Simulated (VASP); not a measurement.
A run of VASP 6.6.1 is set up as follows.

File INCAR:

```
ALGO = Normal
EDIFF = 1E-6
ENCUT = 600
GGA = RE
GGA_COMPAT = False
ISIF = 2
ISMEAR = -1
LASPH = True
LCHARG = False
LREAL = False
LWAVE = False
NBANDS = 9
NELM = 120
PREC = Accurate
SIGMA = 0.1
```

Contents of KPOINTS:

```
k-points
0
Gamma
  15 15 8
```

File POSCAR:

```
Be
1.0
    2.2853000000      0.0000000000      0.0000000000
   -1.1426500000      1.9791278600      0.0000000000
    0.0000000000      0.0000000000      3.5842000000
Be
2
Direct
    0.3333333333      0.6666666667      0.2500000000
    0.6666666667      0.3333333333      0.7500000000
```

Potentials or basis: VASP PAW PBE potentials, release 64 (Be).

The run is started by

```console
$ cat potpaw_PBE.64/Be/POTCAR > POTCAR
$ mpirun -np 1 vasp_std > vasp.out
```

(1) Estimate the pressure.

(2) Predict the band gap on the k mesh.

Answers

(1) -0.3 GPa.

(2) zero (bands 2 and 3 overlap by 1.78 eV).

Caveat: the PAW data sets were made with another functional, which shifts forces and pressure a little.
